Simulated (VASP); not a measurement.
Here is a VASP 6.6.1 calculation.

The input INCAR:

```
  ALGO = Normal
  EDIFF = 1E-7
  ENCUT = 520
  ISIF = 2
  ISMEAR = 1
  ISPIN = 2
  LASPH = T
  LCHARG = F
  LDAU = T
  LDAUJ = 0 0
  LDAUL = 2 -1
  LDAUPRINT = 1
  LDAUTYPE = 2
  LDAUU = 3 0
  LMAXMIX = 4
  LORBIT = 11
  LREAL = F
  LWAVE = F
  MAGMOM = 2.8 0
  NBANDS = 20
  NELM = 150
  PREC = Accurate
  SIGMA = 0.05
```

KPOINTS

```
k-points
0
Gamma
  6 6 6
```

The input POSCAR:

```
MnO
1.0
    0.0000000000      2.2230000000      2.2230000000
    2.2230000000      0.0000000000      2.2230000000
    2.2230000000      2.2230000000      0.0000000000
Mn O
1 1
Direct
    0.9911200000      0.9884300000      0.0357900000
    0.4710184256      0.5020115744      0.5396984256
```

Potentials or basis: VASP PAW LDA potentials, release 64 (Mn_pv, O).

Command:

```sh
$ cat potpaw_LDA.64/Mn_pv/POTCAR potpaw_LDA.64/O/POTCAR > POTCAR
$ mpirun -np 1 vasp_std > vasp.out
```

Question: Predict the pressure.

Answer: -5.5 GPa.

Question: Predict the site moments.

Answer: Mn +4.55; O +0.19 μB.

Question: Estimate the largest force.

Answer: 0.154 eV/Å.

Question: What does it give for the band gap on the k mesh?

Answer: Zero (filled and empty bands overlap).

Forces on the atoms (eV/Å):
```
Mn   0.109 -0.101 -0.040
O   -0.109  0.101  0.040
```

Caveat: the k points lie up to 0.41 Å⁻¹ apart; a cell with one magnetic atom can't hold antiferromagnetic order, which such compounds often take. The state reached can hang on the start; a lower one may exist.
